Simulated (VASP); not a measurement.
**As: single point with PBEsol**

The system is As.

```
As
1.0
     1.93614    1.11783    3.38120
    -1.93614    1.11783    3.38120
     0.00000   -2.23566    3.38120
As
2
Direct
  0.22754 0.22754 0.22754
  0.77246 0.77246 0.77246
```

This cell differs from its parent crystal: strain +0.030 along x and y, -0.030 along z.

```
Program                : VASP 6.6.1
Task                   : single point
Functional             : PBEsol
Potentials or basis    : VASP PAW PBE potentials, release 64 (As)
Cutoff                 : 520 eV
k mesh                 : 18 × 18 × 18
Occupations            : gaussian, width 0.15 eV
Spin                   : no spin polarisation
Dipole correction      : no
Further INCAR settings : ALGO = Normal; EDIFF = 1e-06; NBANDS = 12
```

| Property | Result |
| --- | --- |
| Pressure | -2.6 GPa |
| Largest force | 0.183 eV/Å |
| Band gap on the k mesh | zero (bands 5 and 6 overlap by 0.19 eV) |

Forces on the atoms (eV/Å):
```
As   0.000  0.000  0.183
As   0.000  0.000 -0.183
```

Stress tensor (GPa, compression positive):
```
-3.58  0.00  0.00
 0.00 -3.58  0.00
 0.00  0.00 -0.65
```

Levels at points of the mesh, in eV from the Fermi level:
```tsv
k point	band 1	band 2	band 3	band 4	band 5	band 6	band 7	band 8	band 9	band 10
(0.00, 0.00, 0.00)	-14.68	-5.69	-2.07	-2.07	-1.88	1.87	3.03	3.03	6.55	6.55
(0.50, 0.00, 0.00)	-12.05	-10.98	-2.58	-2.15	-0.35	-0.20	0.71	1.21	9.30	10.20
(0.50, 0.50, 0.00)	-12.00	-9.45	-5.88	-4.14	-3.88	1.57	5.61	6.72	7.43	10.70
(0.50, 0.50, 0.50)	-13.16	-9.81	-1.79	-1.79	-1.05	0.48	0.48	1.54	8.29	10.72
```

It took 5.3 min on 1 thread of AMD EPYC 7R13 (shared host), peak memory 0.35 GiB.

Caveat: the cell differs from its parent crystal (strain +0.030 along x and y, -0.030 along z); the PAW data sets were made with another functional, which shifts forces and pressure a little.
